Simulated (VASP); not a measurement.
# Pt (P2_1/m) in VASP: notebook

Pt is run at these levels: LDA; tasks: single point.

Everything below comes from runs of VASP 6.6.1. Logs are shortened: lines on timing, memory, paths and dates and some standing lists are left out, and cuts for length are marked.

## 1. The cell of the first run

The structure is monoclinic, space group P2_1/m (No. 11). The conventional cell has a = 2.708 Å, b = 4.677 Å, c = 2.708 Å, α = 90.00°, β = 120.00°, γ = 90.00°. Pt (site symmetry m) has 12 Pt at 2.66 to 2.99 Å within 3.5 Å.

## 2. Single point, LDA (atoms displaced along several vibrational modes)

INCAR reads:

```
SYSTEM = Pt
PREC = Accurate
ENCUT = 520
EDIFF = 1E-7
ISMEAR = 0
SIGMA = 0.15
LREAL = .False.
LASPH = .True.
NELM = 60
ALGO = Fast
ISIF = 2
LWAVE = .False.
LCHARG = .False.
GGA = CA
NBANDS = 17
```

KPOINTS reads:

```
regular mesh
0
Gamma
  18 18 10
  0 0 0
```

POSCAR reads:

```
Pt
1.0
    2.7081940711      0.0000000000      0.0000000000
   -1.3540970355      2.3453648639      0.0000000000
    0.0000000000      0.0000000000      4.6773974959
Pt
2
Direct
    0.6619628267      0.3943046569      0.7500000000
    0.3380371733      0.6056953431      0.2500000000
```

Potentials or basis: VASP PAW LDA potentials, release 64 (Pt).

Command:

```sh
> cat potpaw_LDA.64/Pt/POTCAR > POTCAR
> mpirun -np 1 vasp_std > vasp.out
```

OUTCAR:

```text
SYSTEM = Pt
   PREC = Accurate
   ENCUT = 520
   EDIFF = 1E-7
   ISMEAR = 0
   LREAL = .False.
   LASPH = .True.
   NELM = 60
   ISIF = 2
   GGA = CA

 ion  position               nearest neighbor table
   1  0.662  0.394  0.750-   2 2.66   2 2.66   2 2.85   2 2.85   2 2.99   2 2.99
   2  0.338  0.606  0.250-   1 2.66   1 2.66   1 2.85   1 2.85   1 2.99   1 2.99

  LATTYP: Found a hexagonal cell.
 ALAT       =     2.7081940711
 C/A-ratio  =     1.7271278842

  Lattice vectors:

 A1 = (   2.7081940711,   0.0000000000,   0.0000000000)
 A2 = (  -1.3540970355,   2.3453648639,   0.0000000000)
 A3 = (   0.0000000000,   0.0000000000,   4.6773974959)

Analysis of symmetry for initial positions (statically):
=====================================================================
 Subroutine PRICEL returns:
 Original cell was already a primitive cell.

 Routine SETGRP: Setting up the symmetry group for a
 hexagonal supercell.

 Subroutine GETGRP returns: Found  4 space group operations
 (whereof  2 operations were pure point group operations)
 out of a pool of 24 trial point group operations.

The static configuration has the point symmetry S_2 .
 The point group associated with its full space group is C_2h.

Analysis of symmetry for dynamics (positions and initial velocities):
=====================================================================
 Subroutine PRICEL returns:
 Original cell was already a primitive cell.

 Routine SETGRP: Setting up the symmetry group for a
 hexagonal supercell.

 Subroutine GETGRP returns: Found  4 space group operations
 (whereof  2 operations were pure point group operations)
 out of a pool of 24 trial point group operations.

The dynamic configuration has the point symmetry S_2 .
 The point group associated with its full space group is C_2h.

 Subroutine INISYM returns: Found  4 space group operations
 (whereof  2 operations are pure point group operations),
 and found     1 'primitive' translations

----------------------------------------------------------------------------------------

                                     Primitive cell

  volume of cell :      29.7094

  direct lattice vectors                    reciprocal lattice vectors
     2.708194071  0.000000000  0.000000000     0.369249756  0.213186446  0.000000000
    -1.354097035  2.345364864  0.000000000     0.000000000  0.426372892  0.000000000
     0.000000000  0.000000000  4.677397496     0.000000000  0.000000000  0.213794103

  length of vectors
     2.708194071  2.708194071  4.677397496     0.426372892  0.426372892  0.213794103

  position of ions in fractional coordinates (direct lattice)
     0.661962827  0.394304657  0.750000000
     0.338037173  0.605695343  0.250000000

  ion indices of the primitive-cell ions
   primitive index   ion index
                 1           1
                 2           2

----------------------------------------------------------------------------------------

 KPOINTS: regular mesh

Automatic generation of k-mesh.
 Grid dimensions read from file:
 generate k-points for:   18   18   10

 Generating k-lattice:

  Cartesian coordinates                     Fractional coordinates (reciprocal lattice)
     0.020513875  0.011843691  0.000000000     0.055555556 -0.000000000  0.000000000
     0.000000000  0.023687383  0.000000000     0.000000000  0.055555556  0.000000000
     0.000000000  0.000000000  0.021379410     0.000000000  0.000000000  0.100000000

  Length of vectors
     0.023687383  0.023687383  0.021379410

  Shift w.r.t. Gamma in fractional coordinates (k-lattice)
     0.000000000  0.000000000  0.000000000

 Subroutine IBZKPT returns following result:
 ===========================================

 Found    984 irreducible k-points:

 Following reciprocal coordinates:
            Coordinates               Weight
  0.000000  0.000000  0.000000      1.000000
  0.055556  0.000000  0.000000      2.000000
  0.000000  0.055556  0.000000      2.000000
 -0.055556  0.055556  0.000000      2.000000
  0.111111  0.000000  0.000000      2.000000
  0.000000  0.111111  0.000000      2.000000
[... 16 lines left out ...]
  0.444444  0.000000  0.000000      2.000000
  0.000000  0.444444  0.000000      2.000000
 [... further k-points ...]
   k-points           NKPTS =    984   k-points in BZ     NKDIM =    984   number of bands    NBANDS=     17
   number of dos      NEDOS =    301   number of ions     NIONS =      2
   total plane-waves  NPLWV =  14400
   dimension x,y,z NGX =    20 NGY =   20 NGZ =   36
   dimension x,y,z NGXF=    40 NGYF=   40 NGZF=   72
   ions per type =               2
   NGX,Y,Z   is equivalent  to a cutoff of  12.28, 12.28, 12.80 a.u.
   NGXF,Y,Z  is equivalent  to a cutoff of  24.55, 24.55, 25.59 a.u.
 SYSTEM =  Pt
   PREC   = accura    normal or accurate (medium, high low for compatibility)
   ISTART =      0    job   : 0-new  1-cont  2-samecut
   ICHARG =      2    charge: 1-file 2-atom 10-const
   ISPIN  =      1    spin polarized calculation?
   LNONCOLLINEAR =      F non collinear calculations
   LSORBIT =      F    spin-orbit coupling
   LASPH  =      T    aspherical Exc in radial PAW
   ENCUT  =  520.0 eV  38.22 Ry    6.18 a.u.   5.04  5.04  8.70*2*pi/ulx,y,z
   NELM   =     60;   NELMIN=  2; NELMDL= -5     # of ELM steps
   EDIFF  = 0.1E-06   stopping-criterion for ELM
   LREAL  =      F    real-space projection
   EDIFFG = 0.1E-05   stopping-criterion for IOM
   NSW    =      0    number of steps for IOM
   IBRION =     -1    ionic relax: 0-MD 1-quasi-New 2-CG
   NFREE  =      0    steps in history (QN), initial steepest desc. (CG)
   ISIF   =      2    stress and relaxation
   ISYM   =      2    0-nonsym 1-usesym 2-fastsym
   POTIM  = 0.5000    time-step for ionic-motion
   TEBEG  =    0.0;   TEEND  =   0.0 temperature during run
   PSTRESS=    0.0 pullay stress
   NELECT =      20.0000    total number of electrons
   NUPDOWN=      -1.0000    fix difference up-down
   EMIN   =  10.00;   EMAX   =-10.00  energy-range for DOS
   EFERMI =   0.00;   METHOD = LEGACY
   ISMEAR =     0;   SIGMA  =   0.15  broadening in eV -4-tet -1-fermi 0-gaus
   EFERMI_NEDOS =   21; number of points for ismear=-14 and -15
   IALGO  =     68    algorithm
   IMIX   =      4    mixing-type and parameters
     AMIX     =   0.40;   BMIX     =  1.00
     AMIX_MAG =   1.60;   BMIX_MAG =  1.00
  volume/ion in A,a.u.               =      14.85       100.24
  Fermi-wavevector in a.u.,A,eV,Ry     =   1.434784  2.711350 28.009042  2.058607
  Thomas-Fermi vector in A             =   2.554155
   LORBIT       =      0    0 simple, 1 ext, 2 COOP (PROOUT), +10 PAW based schemes
   GGA     = CA    functional components
   LHFCALC =     F    Hartree Fock is set to
   AEXX    =    0.0000 exact exchange contribution
   IVDW    =     0    specifies the selected vdW correction
   LEPSILON=     F    determine dielectric tensor
   LRPA    =     F    only Hartree local field effects (RPA)
 non-spin polarized calculation
 RMM-DIIS sequential band-by-band and
 Gauss-broadening in eV      SIGMA  =   0.15
  energy-cutoff  :      520.00
  volume of cell :       29.71
 maximum number of plane-waves:       825
   NGX = 11   NGY = 11   NGZ = 17

 number of electron      20.0000001 magnetization

 Free energy of the ion-electron system (eV)
  ---------------------------------------------------
  ext. energy  EPLUGINS =         0.00000000
  ---------------------------------------------------
  free energy    TOTEN  =       -14.88673253 eV

  energy without entropy =      -14.85658435  energy(sigma->0) =      -14.87165844

 E-fermi :  11.4145     XC(G=0): -13.7657

 val. band max:       11.4140492631   @ k =   0.4444  -0.0556  -0.2000
 cond. band min:      11.4155971062   @ k =  -0.3333  -0.4444  -0.2000
 fundamental gap:      0.0015478431
 Fermi energy:        11.4145256418

 k-point     1 :       0.0000    0.0000    0.0000
  band No.  band energies     occupation
      1       1.0239      2.00000
      2       3.7531      2.00000
      3       6.6733      2.00000
      4       7.5392      2.00000
      5       7.8079      2.00000
      6       7.9197      2.00000
[... 9 lines left out ...]
     16      28.0630      0.00000
     17      32.2185      0.00000

 k-point     2 :       0.0556    0.0000    0.0000
  band No.  band energies     occupation
      1       1.1427      2.00000
      2       3.8652      2.00000
      3       6.7046      2.00000
      4       7.5302      2.00000
      5       7.8529      2.00000
      6       7.9042      2.00000
[... 9 lines left out ...]
     16      28.2432      0.00000
     17      31.5280      0.00000

 k-point     3 :       0.0000    0.0556    0.0000
  band No.  band energies     occupation
      1       1.1406      2.00000
      2       3.8562      2.00000
      3       6.7014      2.00000
      4       7.6277      2.00000
      5       7.7674      2.00000
      6       7.8887      2.00000
[... 9 lines left out ...]
     16      28.1582      0.00000
     17      31.7591      0.00000

 k-point     4 :      -0.0556    0.0556    0.0000
  band No.  band energies     occupation
      1       1.1440      2.00000
      2       3.8702      2.00000
      3       6.6837      2.00000
      4       7.4924      2.00000
      5       7.8843      2.00000
      6       8.0114      2.00000
[... 9 lines left out ...]
     16      28.2761      0.00000
     17      31.7248      0.00000
[... 343 lines left out ...]
      1       4.4538      2.00000
      2       4.9080      2.00000
      3       5.9959      2.00000
      4       6.8798      2.00000
      5       6.9407      2.00000
      6       8.0664      2.00000
[... 9 lines left out ...]
     16      24.8197      0.00000
     17      24.9867      0.00000

 k-point    23 :       0.4444    0.0000    0.0000
  band No.  band energies     occupation
      1       4.4124      2.00000
      2       4.6027      2.00000
      3       5.1798      2.00000
      4       7.5654      2.00000
      5       7.6591      2.00000
      6       8.4410      2.00000
[... 9 lines left out ...]
     16      24.7270      0.00000
     17      25.6241      0.00000

 k-point    24 :       0.0000    0.4444    0.0000
  band No.  band energies     occupation
      1       4.0556      2.00000
      2       4.4052      2.00000
      3       4.8283      2.00000
      4       7.8150      2.00000
      5       7.8391      2.00000
      6       8.7926      2.00000
[... 9 lines left out ...]
     16      24.1320      0.00000
     17      26.2494      0.00000

 [... further k-points ...]
[... 5 lines left out ...]
  --------------------------------------------------------------------------------------
  -------------------------------------------------------------------------------------
  Total        0.2477887      0.0928718      0.9191128     -0.2800044      0.0000000      0.0000000
  in kB       13.3628015      5.0084134     49.5661220    -15.1001403      0.0000000      0.0000000
  external PRESSURE =      22.6457790 kB  Pullay stress =       0.0000000 kB

 VOLUME and BASIS-vectors are now :
 -----------------------------------------------------------------------------
  energy-cutoff  :      520.00
  volume of cell :       29.71
      direct lattice vectors                 reciprocal lattice vectors
     2.708194071  0.000000000  0.000000000     0.369249756  0.213186446  0.000000000
    -1.354097035  2.345364864  0.000000000     0.000000000  0.426372892  0.000000000
     0.000000000  0.000000000  4.677397496     0.000000000  0.000000000  0.213794103

 POSITION                                       TOTAL-FORCE (eV/Angst)
 -----------------------------------------------------------------------------------
      1.25880      0.92479      3.50805         0.343743      0.052253     -0.000000
      0.09530      1.42058      1.16935        -0.343743     -0.052253      0.000000
 -----------------------------------------------------------------------------------
    total drift:                               -0.000000      0.000000     -0.000000

  FREE ENERGIE OF THE ION-ELECTRON SYSTEM (eV)
  ---------------------------------------------------
  free  energy   TOTEN  =       -14.8867325302 eV

  energy  without entropy=      -14.8565843461  energy(sigma->0) =      -14.87165844
```

Wall time 3.5 min (1 thread of Intel Xeon 6975P-C (Granite Rapids), shared host); peak memory 0.48 GiB.

What came out:

| Quantity | Value |
| --- | --- |
| Free energy | -14.8867 eV |
| Pressure | 2.3 GPa |
| Largest force | 0.348 eV/Å |
| Band gap on the k mesh | zero (bands 10 and 11 overlap by 1.65 eV) |

Forces on the atoms (eV/Å):
```
Pt   0.344  0.052  0.000
Pt  -0.344 -0.052  0.000
```

Levels at points of the mesh, in eV from the Fermi level:
```
           k point  band 6  band 7  band 8  band 9  band 10  band 11  band 12  band 13  band 14  band 15
(0.00, 0.00, 0.00)   -3.49   -3.14   -2.58   -1.17    -1.05    -0.95     0.22     5.28    14.94    15.78
(0.50, 0.00, 0.00)   -3.01   -2.83   -0.62    0.36     0.49     2.32     3.97     7.43     9.01    10.20
(0.00, 0.50, 0.00)   -2.66   -2.04   -0.09    0.38     0.47     1.68     4.51     6.68     7.31    11.25
(0.50, 0.50, 0.00)   -3.28   -3.12   -0.16    0.22     0.64     3.09     3.24     8.70     8.84    11.33
(0.00, 0.00, 0.50)   -3.82   -3.63   -3.63   -1.11    -1.11    -0.76    -0.76    12.37    12.37    15.65
(0.50, 0.00, 0.50)   -2.08   -0.73   -0.73    0.44     0.44     1.78     1.78     6.85     6.85    13.80
(0.00, 0.50, 0.50)   -2.47   -1.52   -1.52    0.45     0.45     2.55     2.55     6.18     6.18    15.07
(0.50, 0.50, 0.50)   -1.92    0.12    0.12    0.43     0.43     0.76     0.76     7.40     7.40    13.38
```

Caveat: the cell differs from its parent crystal (atoms displaced along several vibrational modes); spin-orbit coupling is left out, which moves the levels of the heavy elements.

## 3. Single point, LDA (atoms displaced along several vibrational modes)

INCAR reads:

```
ALGO = Fast ; EDIFF = 1E-6
ENCUT = 520 ; ISIF = 2
ISMEAR = 0 ; LASPH = True
LCHARG = True ; LELF = True
LREAL = False ; LVHAR = True
LWAVE = False ; NBANDS = 17
NELM = 60 ; PREC = Accurate
SIGMA = 0.15
```

KPOINTS reads:

```
k-points
0
Gamma
  18 18 10
```

POSCAR reads:

```
Pt
1.0
    2.7081940711      0.0000000000      0.0000000000
   -1.3540970355      2.3453648639      0.0000000000
    0.0000000000      0.0000000000      4.6773974959
Pt
2
Direct
    0.6138639516      0.3333333333      0.7500000000
    0.3861360484      0.6666666667      0.2500000000
```

Potentials or basis: VASP PAW LDA potentials, release 64 (Pt).

Command:

```sh
> cat potpaw_LDA.64/Pt/POTCAR > POTCAR
> mpirun -np 1 vasp_std > vasp.out
```

Wall time 2.9 min (1 thread of Intel Xeon 6975P-C (Granite Rapids), shared host); peak memory 0.48 GiB.

It converged, with:

```yaml
Free_energy: -14.8981 eV
Pressure: 1.7 GPa
Largest_force: 0.252 eV/Å
Band_gap_on_the_k_mesh: zero (bands 10 and 11 overlap by 1.54 eV)
```

Forces on the atoms (eV/Å):
```
Pt   0.056 -0.245  0.000
Pt  -0.056  0.245  0.000
```

Stress tensor (GPa, compression positive):
```
 1.90 -0.88  0.00
-0.88  0.06  0.00
 0.00  0.00  3.17
```

Levels at points of the mesh, in eV from the Fermi level:
```
           k point  band 6  band 7  band 8  band 9  band 10  band 11  band 12  band 13  band 14  band 15
(0.00, 0.00, 0.00)   -3.47   -3.17   -2.54   -1.31    -0.96    -0.91     0.20     5.24    14.92    15.74
(0.50, 0.00, 0.00)   -2.80   -2.16    0.00    0.40     0.45     1.76     4.44     6.79     7.53    11.10
(0.00, 0.50, 0.00)   -3.14   -2.91   -0.43    0.34     0.51     2.37     3.93     7.52     9.15    10.09
(0.50, 0.50, 0.00)   -3.30   -3.17   -0.14    0.23     0.63     2.96     3.38     8.46     9.06    10.89
(0.00, 0.00, 0.50)   -3.82   -3.67   -3.67   -1.10    -1.10    -0.76    -0.76    12.39    12.39    15.62
(0.50, 0.00, 0.50)   -2.32   -1.59   -1.59    0.45     0.45     2.43     2.43     6.28     6.28    15.24
(0.00, 0.50, 0.50)   -2.04   -0.77   -0.77    0.44     0.44     1.70     1.70     6.90     6.90    13.95
(0.50, 0.50, 0.50)   -1.93   -0.10   -0.10    0.43     0.43     0.93     0.93     7.34     7.34    13.51
```

Caveat: the cell differs from its parent crystal (atoms displaced along several vibrational modes); spin-orbit coupling is left out, which moves the levels of the heavy elements.
